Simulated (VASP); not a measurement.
Input of a VASP 6.6.1 run:

File INCAR:

```
SYSTEM = WS
ALGO     = Normal         ! electronic algorithm
EDIFF    = 1E-6           ! SCF threshold, eV
ENCUT    = 520            ! plane-wave cutoff, eV
GGA      = PS             ! functional
ISIF     = 2              ! what is computed and relaxed
ISMEAR   = -1             ! smearing method
LASPH    = .TRUE.         ! aspherical terms in the spheres
LCHARG   = .TRUE.         ! write CHGCAR
LELF     = .TRUE.         ! ELF
LREAL    = .FALSE.        ! projectors in reciprocal space
LVHAR    = .TRUE.       
LWAVE    = .FALSE.        ! write WAVECAR
NBANDS   = 17             ! bands
NELM     = 100            ! most SCF steps
PREC     = Accurate       ! precision mode
SIGMA    = 0.05           ! smearing width, eV
```

KPOINTS

```
k-points
0
G
  9 9 9
  0 0 0
```

File POSCAR:

```
WS
1.0
    2.9774307244      0.0000000000      0.0000000000
    0.0000000000      2.9774307244      0.0000000000
    0.0000000000      0.0000000000      2.9774307244
W S
1 1
Direct
    0.5000000000      0.5000000000      0.5000000000
    0.0000000000      0.0000000000      0.0000000000
```

Potentials or basis: VASP PAW PBE potentials, release 64 (W_sv, S).

Launch:

```bash
$ cat potpaw_PBE.64/W_sv/POTCAR potpaw_PBE.64/S/POTCAR > POTCAR
$ mpirun -np 1 vasp_std > vasp.out
```

Question: Predict the band gap on the k mesh.

Answer: Zero (band 10 reaches 14.88 eV, above the bottom of band 11 at 12.26 eV).

Question: Estimate the pressure.

Answer: 0.8 GPa.

Caveat: the PAW data sets were made with another functional, which shifts forces and pressure a little; spin-orbit coupling is left out, which moves the levels of the heavy elements.
